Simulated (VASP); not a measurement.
A run of VASP 6.6.1 is set up as follows.

Contents of INCAR:

```
  ALGO = Normal
  EDIFF = 1E-6
  EDIFFG = -0.02
  ENCUT = 600
  GGA = PE
  IBRION = 2
  ISIF = 3
  ISMEAR = -1
  LASPH = True
  LCHARG = False
  LREAL = False
  LWAVE = False
  NELM = 60
  NSW = 80
  PREC = Accurate
  SIGMA = 0.05
```

Contents of KPOINTS:

```
k-points
0
Gamma
  12 12 12
```

Contents of POSCAR:

```
W
1.0
   -1.5823450000      1.5823450000      1.5823450000
    1.5823450000     -1.5823450000      1.5823450000
    1.5823450000      1.5823450000     -1.5823450000
W
1
Direct
    0.0000000000      0.0000000000      0.0000000000
```

Potentials or basis: VASP PAW PBE potentials, release 64 (W_sv).

Run with:

```sh
$ cat potpaw_PBE.64/W_sv/POTCAR > POTCAR
$ mpirun -np 1 vasp_std > vasp.out
```

**Question.** Predict the band gap on the k mesh.

**Answer.** Zero (band 7 reaches 16.15 eV, above the bottom of band 8 at 9.94 eV).

**Question.** Predict the relaxed cell.

**Answer.** a = 2.760 Å, b = 2.760 Å, c = 2.760 Å, α = 109.47°, β = 109.47°, γ = 109.47°.

**Question.** What does it give for the space group after relaxing (to 0.05 Å)?

**Answer.** Im-3m (No. 229).

Final structure:
```
CELL_PARAMETERS angstrom
-1.59355 1.59355 1.59355
1.59355 -1.59355 1.59355
1.59355 1.59355 -1.59355
ATOMIC_POSITIONS crystal
W 0.00000 0.00000 0.00000
```

Caveat: spin-orbit coupling is left out, which moves the levels of the heavy elements. PBE usually gives volumes a little too large and moduli too small.
